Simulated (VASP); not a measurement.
Write the native input for VASP 6.6.1 that does the following.

```yaml
Task: single point
Functional: r2SCAN
Potentials_or_basis: VASP PAW PBE potentials, release 64 (Ti_sv)
Cutoff: 520 eV
k_mesh: 12 × 12 × 8
Occupations: fermi-dirac, width 0.1 eV
Spin: no spin polarisation
Dipole_correction: no
Further_INCAR_settings: ALGO = Normal; EDIFF = 1e-06; NBANDS = 19
```

The system is Ti.

```
Ti
1.0
     2.93587    0.00000    0.00000
    -1.46793    2.54254    0.00000
     0.00000    0.00000    4.64176
Ti
2
Direct
  0.33333 0.66667 0.25000
  0.66667 0.33333 0.75000
```

One way to write it, as run:

POSCAR

```
Ti
1.0
    2.9358685257      0.0000000000      0.0000000000
   -1.4679342628      2.5425367254      0.0000000000
    0.0000000000      0.0000000000      4.6417578510
Ti
2
Direct
    0.3333333333      0.6666666667      0.2500000000
    0.6666666667      0.3333333333      0.7500000000
```

INCAR.step1

```
SYSTEM = Ti
ALGO = Normal
EDIFF = 1E-4
ENCUT = 520
GGA = PE
ISMEAR = -1
LASPH = .True.
LCHARG = .False.
LREAL = .False.
LWAVE = .True.
NBANDS = 19
NELM = 60
PREC = Accurate
SIGMA = 0.1
```

INCAR.step2

```
SYSTEM = Ti
ALGO = Normal
EDIFF = 1E-6
ENCUT = 520
ISIF = 2
ISMEAR = -1
ISTART = 1
LASPH = .True.
LCHARG = .False.
LMIXTAU = .True.
LREAL = .False.
LWAVE = .False.
METAGGA = R2SCAN
NBANDS = 19
NELM = 60
PREC = Accurate
SIGMA = 0.1
```

KPOINTS

```
k-points
0
Gamma
  12 12 8
  0 0 0
```

Potentials or basis: VASP PAW PBE potentials, release 64 (Ti_sv).

Launch:

```sh
$ cat potpaw_PBE.64/Ti_sv/POTCAR > POTCAR
$ cp INCAR.step1 INCAR
$ mpirun -np 1 vasp_std > vasp.out
$ cp INCAR.step2 INCAR
$ mpirun -np 1 vasp_std > vasp.out
```

Results of the run:

The pressure is 0.4 GPa. The band gap on the k mesh is zero (band 12 reaches 9.29 eV, above the bottom of band 13 at 8.08 eV).

Caveat: the PAW data sets were made with another functional, which shifts forces and pressure a little.

Wall time 77 s on 1 thread of Intel(R) Xeon(R) 6975P-C (Granite Rapids), with other jobs on the host, peak memory 0.19 GiB.
